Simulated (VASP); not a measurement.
# AgCl (P-3m1) in VASP: single point with PBE

Aim: the single point of AgCl with PBE.

All numbers are computed with VASP 6.6.1; they aren't measurements. Logs are shortened: lines on timing, memory, paths and dates and some standing lists are left out, and cuts for length are marked.

**1. The cell of the first run**

Symmetry: P-3m1, No. 164, trigonal system. Conventional cell: a = 3.865 Å, b = 3.865 Å, c = 17.078 Å, α = 90.00°, β = 90.00°, γ = 120.00°. Within 3.7 Å of Ag (site symmetry 3m) lie 6 Cl at 2.79 Å. Ag (site symmetry 3m) has 6 Cl at 2.84 Å within 3.7 Å. Ag (site symmetry -3m) has 6 Cl at 2.79 Å within 3.7 Å. Cl (site symmetry 3m) has 6 Ag at 2.79 to 2.84 Å and 1 Cl at 3.50 Å within 3.7 Å. Cl (site symmetry -3m) has 6 Ag at 2.84 Å and 2 Cl at 3.50 Å within 3.7 Å. Within 3.7 Å of Cl (site symmetry 3m) lie 6 Ag at 2.79 Å.

**2. Single point, PBE**

INCAR reads:

```
SYSTEM = AgCl
PREC = Accurate ; ENCUT = 520
EDIFF = 1E-7 ; ISMEAR = 0
SIGMA = 0.02 ; LREAL = .FALSE.
LASPH = .TRUE. ; NELM = 100
ALGO = Normal ; ISIF = 2
LWAVE = .FALSE. ; LCHARG = .TRUE.
GGA = PE ; LELF = .TRUE.
LVHAR = .TRUE. ; NBANDS = 56
```

KPOINTS reads:

```
regular mesh
0
G
  9 9 3
  0 0 0
```

POSCAR reads:

```
AgCl
1.0
    3.8654100519      0.0000000000      0.0000000000
   -1.9327050259      3.3475433010      0.0000000000
    0.0000000000      0.0000000000     17.0775700233
Ag Cl
5 5
Direct
    0.0000000000      0.0000000000     -0.0032172319
    0.3333333333      0.6666666667      0.1975660365
    0.0000000000      0.0000000000      0.4024339635
    0.3333333333      0.6666666667      0.6032172319
    0.6666666667      0.3333333333      0.8000000000
    0.6666666667      0.3333333333      0.0948113207
    0.6666666667      0.3333333333      0.3000000000
    0.6666666667      0.3333333333      0.5051886793
    0.0000000000      0.0000000000      0.7016376052
    0.3333333333      0.6666666667      0.8983623948
```

Potentials or basis: VASP PAW PBE potentials, release 64 (Ag, Cl).

The run is started by

```bash
$ cat potpaw_PBE.64/Ag/POTCAR potpaw_PBE.64/Cl/POTCAR > POTCAR
$ mpirun -np 1 vasp_std > vasp.out
```

OUTCAR:

```text
SYSTEM = AgCl
   PREC = Accurate
   ENCUT = 520
   EDIFF = 1E-7
   ISMEAR = 0
   LREAL = .FALSE.
   LASPH = .TRUE.
   NELM = 100
   ISIF = 2
   GGA = PE

 ion  position               nearest neighbor table
   1  0.000  0.000  0.997-   6 2.79   6 2.79   6 2.79  10 2.79  10 2.79  10 2.79
   2  0.333  0.667  0.198-   7 2.84   7 2.84   7 2.84   6 2.84   6 2.84   6 2.84
   3  0.000  0.000  0.402-   7 2.84   7 2.84   7 2.84   8 2.84   8 2.84   8 2.84
   4  0.333  0.667  0.603-   8 2.79   8 2.79   8 2.79   9 2.79   9 2.79   9 2.79
   5  0.667  0.333  0.800-   9 2.79  10 2.79  10 2.79   9 2.79   9 2.79  10 2.79
   6  0.667  0.333  0.095-   1 2.79   1 2.79   1 2.79   2 2.84   2 2.84   2 2.84
   7  0.667  0.333  0.300-   3 2.84   2 2.84   2 2.84   3 2.84   3 2.84   2 2.84
   8  0.667  0.333  0.505-   4 2.79   4 2.79   4 2.79   3 2.84   3 2.84   3 2.84
   9  0.000  0.000  0.702-   5 2.79   5 2.79   5 2.79   4 2.79   4 2.79   4 2.79
  10  0.333  0.667  0.898-   5 2.79   5 2.79   5 2.79   1 2.79   1 2.79   1 2.79

  LATTYP: Found a hexagonal cell.
 ALAT       =     3.8654100519
 C/A-ratio  =     4.4180487436

  Lattice vectors:

 A1 = (   3.8654100519,   0.0000000000,   0.0000000000)
 A2 = (  -1.9327050259,   3.3475433010,   0.0000000000)
 A3 = (   0.0000000000,   0.0000000000,  17.0775700233)

Analysis of symmetry for initial positions (statically):
=====================================================================
 Subroutine PRICEL returns:
 Original cell was already a primitive cell.

 Routine SETGRP: Setting up the symmetry group for a
 hexagonal supercell.

 Subroutine GETGRP returns: Found 12 space group operations
 (whereof  6 operations were pure point group operations)
 out of a pool of 24 trial point group operations.

The static configuration has the point symmetry C_3v.
 The point group associated with its full space group is D_3d.

Analysis of symmetry for dynamics (positions and initial velocities):
=====================================================================
 Subroutine PRICEL returns:
 Original cell was already a primitive cell.

 Routine SETGRP: Setting up the symmetry group for a
 hexagonal supercell.

 Subroutine GETGRP returns: Found 12 space group operations
 (whereof  6 operations were pure point group operations)
 out of a pool of 24 trial point group operations.

The dynamic configuration has the point symmetry C_3v.
 The point group associated with its full space group is D_3d.

 Subroutine INISYM returns: Found 12 space group operations
 (whereof  6 operations are pure point group operations),
 and found     1 'primitive' translations

----------------------------------------------------------------------------------------

                                     Primitive cell

  volume of cell :     220.9774

  direct lattice vectors                    reciprocal lattice vectors
     3.865410052  0.000000000  0.000000000     0.258704765  0.149363266  0.000000000
    -1.932705026  3.347543301  0.000000000     0.000000000  0.298726532  0.000000000
     0.000000000  0.000000000 17.077570023     0.000000000  0.000000000  0.058556340

  length of vectors
     3.865410052  3.865410052 17.077570023     0.298726532  0.298726532  0.058556340

  position of ions in fractional coordinates (direct lattice)
     0.000000000  0.000000000  0.996782768
     0.333333333  0.666666667  0.197566036
     0.000000000  0.000000000  0.402433964
     0.333333333  0.666666667  0.603217232
     0.666666667  0.333333333  0.800000000
     0.666666667  0.333333333  0.094811321
     0.666666667  0.333333333  0.300000000
     0.666666667  0.333333333  0.505188679
     0.000000000  0.000000000  0.701637605
     0.333333333  0.666666667  0.898362395

  ion indices of the primitive-cell ions
   primitive index   ion index
                 1           1
                 2           2
                 3           3
                 4           4
                 5           5
                 6           6
                 7           7
                 8           8
                 9           9
                10          10

----------------------------------------------------------------------------------------

 KPOINTS: regular mesh

Automatic generation of k-mesh.
 Grid dimensions read from file:
 generate k-points for:    9    9    3

 Generating k-lattice:

  Cartesian coordinates                     Fractional coordinates (reciprocal lattice)
     0.028744974  0.016595918  0.000000000     0.111111111  0.000000000  0.000000000
     0.000000000  0.033191837  0.000000000     0.000000000  0.111111111  0.000000000
     0.000000000  0.000000000  0.019518780     0.000000000  0.000000000  0.333333333

  Length of vectors
     0.033191837  0.033191837  0.019518780

  Shift w.r.t. Gamma in fractional coordinates (k-lattice)
     0.000000000  0.000000000  0.000000000

 Subroutine IBZKPT returns following result:
 ===========================================

 Found     31 irreducible k-points:

 Following reciprocal coordinates:
            Coordinates               Weight
  0.000000  0.000000  0.000000      1.000000
  0.111111  0.000000  0.000000      6.000000
  0.222222  0.000000  0.000000      6.000000
  0.333333  0.000000  0.000000      6.000000
  0.444444  0.000000  0.000000      6.000000
  0.111111  0.111111  0.000000      6.000000
[... 16 lines left out ...]
  0.222222  0.111111  0.333333     12.000000
 -0.111111  0.333333  0.333333     12.000000
 [... further k-points ...]
   k-points           NKPTS =     31   k-points in BZ     NKDIM =     31   number of bands    NBANDS=     56
   number of dos      NEDOS =    301   number of ions     NIONS =     10
   total plane-waves  NPLWV = 115200
   dimension x,y,z NGX =    30 NGY =   30 NGZ =  128
   dimension x,y,z NGXF=    60 NGYF=   60 NGZF=  256
   ions per type =               5   5
   NGX,Y,Z   is equivalent  to a cutoff of  12.90, 12.90, 12.46 a.u.
   NGXF,Y,Z  is equivalent  to a cutoff of  25.81, 25.81, 24.92 a.u.
 SYSTEM =  AgCl
   PREC   = accura    normal or accurate (medium, high low for compatibility)
   ISTART =      0    job   : 0-new  1-cont  2-samecut
   ICHARG =      2    charge: 1-file 2-atom 10-const
   ISPIN  =      1    spin polarized calculation?
   LNONCOLLINEAR =      F non collinear calculations
   LSORBIT =      F    spin-orbit coupling
   LASPH  =      T    aspherical Exc in radial PAW
   ENCUT  =  520.0 eV  38.22 Ry    6.18 a.u.   7.19  7.19 31.75*2*pi/ulx,y,z
   NELM   =    100;   NELMIN=  2; NELMDL= -5     # of ELM steps
   EDIFF  = 0.1E-06   stopping-criterion for ELM
   LREAL  =      F    real-space projection
   EDIFFG = 0.1E-05   stopping-criterion for IOM
   NSW    =      0    number of steps for IOM
   IBRION =     -1    ionic relax: 0-MD 1-quasi-New 2-CG
   NFREE  =      0    steps in history (QN), initial steepest desc. (CG)
   ISIF   =      2    stress and relaxation
   ISYM   =      2    0-nonsym 1-usesym 2-fastsym
   POTIM  = 0.5000    time-step for ionic-motion
   TEBEG  =    0.0;   TEEND  =   0.0 temperature during run
   PSTRESS=    0.0 pullay stress
   NELECT =      90.0000    total number of electrons
   NUPDOWN=      -1.0000    fix difference up-down
   EMIN   =  10.00;   EMAX   =-10.00  energy-range for DOS
   EFERMI =   0.00;   METHOD = LEGACY
   ISMEAR =     0;   SIGMA  =   0.02  broadening in eV -4-tet -1-fermi 0-gaus
   EFERMI_NEDOS =   21; number of points for ismear=-14 and -15
   IALGO  =     38    algorithm
   IMIX   =      4    mixing-type and parameters
     AMIX     =   0.40;   BMIX     =  1.00
     AMIX_MAG =   1.60;   BMIX_MAG =  1.00
  volume/ion in A,a.u.               =      22.10       149.12
  Fermi-wavevector in a.u.,A,eV,Ry     =   1.213500  2.293182 20.035692  1.472582
  Thomas-Fermi vector in A             =   2.348950
   LORBIT       =      0    0 simple, 1 ext, 2 COOP (PROOUT), +10 PAW based schemes
   GGA     = PE    functional components
   LHFCALC =     F    Hartree Fock is set to
   AEXX    =    0.0000 exact exchange contribution
   IVDW    =     0    specifies the selected vdW correction
   LEPSILON=     F    determine dielectric tensor
   LRPA    =     F    only Hartree local field effects (RPA)
 non-spin polarized calculation
 Gauss-broadening in eV      SIGMA  =   0.02
  energy-cutoff  :      520.00
  volume of cell :      220.98
 maximum number of plane-waves:      5982
 NGX is ok and might be reduce to    30
   NGX = 15   NGY = 15   NGZ = 63

 number of electron      90.0000024 magnetization

 Free energy of the ion-electron system (eV)
  ---------------------------------------------------
  ext. energy  EPLUGINS =         0.00000000
  ---------------------------------------------------
  free energy    TOTEN  =       -26.82402008 eV

  energy without entropy =      -26.82402008  energy(sigma->0) =      -26.82402008

 E-fermi :   3.4656     XC(G=0):  -9.7828

 val. band max:        3.3544451238   @ k =   0.0000   0.4444   0.3333
 cond. band min:       4.2103604910   @ k =   0.0000   0.0000   0.0000
 fundamental gap:      0.8559153672
 Fermi energy:         3.4655796677

 k-point     1 :       0.0000    0.0000    0.0000
  band No.  band energies     occupation
      1     -11.5352      2.00000
      2     -11.4119      2.00000
      3     -11.4098      2.00000
      4     -11.2130      2.00000
      5     -11.1751      2.00000
      6      -1.5507      2.00000
[... 48 lines left out ...]
     55      11.8367      0.00000
     56      11.8928      0.00000

 k-point     2 :       0.1111    0.0000    0.0000
  band No.  band energies     occupation
      1     -11.4945      2.00000
      2     -11.3788      2.00000
      3     -11.3777      2.00000
      4     -11.1963      2.00000
      5     -11.1528      2.00000
      6      -1.4810      2.00000
[... 48 lines left out ...]
     55      11.7283      0.00000
     56      11.8567      0.00000
[... 1237 lines left out ...]
     55      10.8202      0.00000
     56      11.0484      0.00000

 k-point    24 :      -0.1111    0.3333    0.3333
  band No.  band energies     occupation
      1     -11.2950      2.00000
      2     -11.2678      2.00000
      3     -11.1774      2.00000
      4     -11.1432      2.00000
      5     -11.0458      2.00000
      6      -1.1857      2.00000
[... 48 lines left out ...]
     55      10.8027      0.00000
     56      11.0316      0.00000

 [... further k-points ...]
[... 5 lines left out ...]
  --------------------------------------------------------------------------------------
  -------------------------------------------------------------------------------------
  Total       -0.1893687     -0.1893687     -0.1439970     -0.0000000      0.0000000      0.0000000
  in kB       -1.3730014     -1.3730014     -1.0440375     -0.0000000      0.0000000      0.0000000
  external PRESSURE =      -1.2633468 kB  Pullay stress =       0.0000000 kB

 VOLUME and BASIS-vectors are now :
 -----------------------------------------------------------------------------
  energy-cutoff  :      520.00
  volume of cell :      220.98
      direct lattice vectors                 reciprocal lattice vectors
     3.865410052  0.000000000  0.000000000     0.258704765  0.149363266  0.000000000
    -1.932705026  3.347543301  0.000000000     0.000000000  0.298726532  0.000000000
     0.000000000  0.000000000 17.077570023     0.000000000  0.000000000  0.058556340

 POSITION                                       TOTAL-FORCE (eV/Angst)
 -----------------------------------------------------------------------------------
      0.00000      0.00000     17.02263         0.000000      0.000000      0.003605
     -0.00000      2.23170      3.37395         0.000000     -0.000000      0.004357
      0.00000      0.00000      6.87259        -0.000000      0.000000     -0.004357
     -0.00000      2.23170     10.30148        -0.000000     -0.000000     -0.003605
      1.93271      1.11585     13.66206        -0.000000      0.000000      0.000000
      1.93271      1.11585      1.61915         0.000000     -0.000000      0.000101
      1.93271      1.11585      5.12327         0.000000      0.000000      0.000000
      1.93271      1.11585      8.62740        -0.000000      0.000000     -0.000101
      0.00000      0.00000     11.98227        -0.000000      0.000000     -0.000880
     -0.00000      2.23170     15.34185        -0.000000     -0.000000      0.000880
 -----------------------------------------------------------------------------------
    total drift:                               -0.000000      0.000000     -0.000000

  FREE ENERGIE OF THE ION-ELECTRON SYSTEM (eV)
  ---------------------------------------------------
  free  energy   TOTEN  =       -26.8240200794 eV

  energy  without entropy=      -26.8240200794  energy(sigma->0) =      -26.82402008
```

It used 920 s of CPU time on 1 thread of AMD EPYC 7R13 Processor (Zen 3) (shared host).

What came out:

| Property | Result |
| --- | --- |
| Free energy | -26.8240 eV |
| Pressure | -0.1 GPa |
| Largest force | 0.004 eV/Å |
| Band gap on the k mesh | 0.86 eV, indirect (least direct gap 0.94 eV) |

Forces on the atoms (eV/Å):
```
Ag   0.000  0.000  0.004
Ag   0.000  0.000  0.004
Ag   0.000  0.000 -0.004
Ag   0.000  0.000 -0.004
Ag   0.000  0.000  0.000
Cl   0.000  0.000  0.000
Cl   0.000  0.000  0.000
Cl   0.000  0.000  0.000
Cl   0.000  0.000 -0.001
Cl   0.000  0.000  0.001
```

A k mesh can miss the band edges.
